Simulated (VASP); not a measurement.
Input of a VASP 6.6.1 run:

The input INCAR:

```
SYSTEM = Cu
PREC = Accurate
ENCUT = 520
EDIFF = 1E-7
ISMEAR = 0
SIGMA = 0.1
LREAL = .False.
LASPH = .True.
NELM = 80
ALGO = Fast
ISIF = 2
LWAVE = .False.
LCHARG = .False.
GGA = PE
NBANDS = 18
```

KPOINTS

```
Automatic mesh
0
Gamma
  20 20 14
  0 0 0
```

POSCAR

```
Cu
1.0
    1.8330504193      1.8330504193      0.0000000000
   -1.8330504193      1.8330504193      0.0000000000
    0.0000000000      0.0000000000      3.4846106982
Cu
2
Direct
    0.0000000000      0.0000000000      0.0000000000
    0.5000000000      0.5000000000      0.5000000000
```

Potentials or basis: VASP PAW PBE potentials, release 64 (Cu).

Launch:

```sh
$ cat potpaw_PBE.64/Cu/POTCAR > POTCAR
$ mpirun -np 1 vasp_std > vasp.out
```

Task: What does it give for the pressure?

Result: 4.2 GPa.

Task: Estimate the band gap on the k mesh.

Result: Zero (band 11 reaches 13.91 eV, above the bottom of band 12 at 5.68 eV).

Stress tensor (GPa, compression positive):
```
3.45 0.00 0.00
0.00 3.45 0.00
0.00 0.00 5.83
```

Caveat: the cell differs from its parent crystal (uniaxial strain along c: -4.0 %).
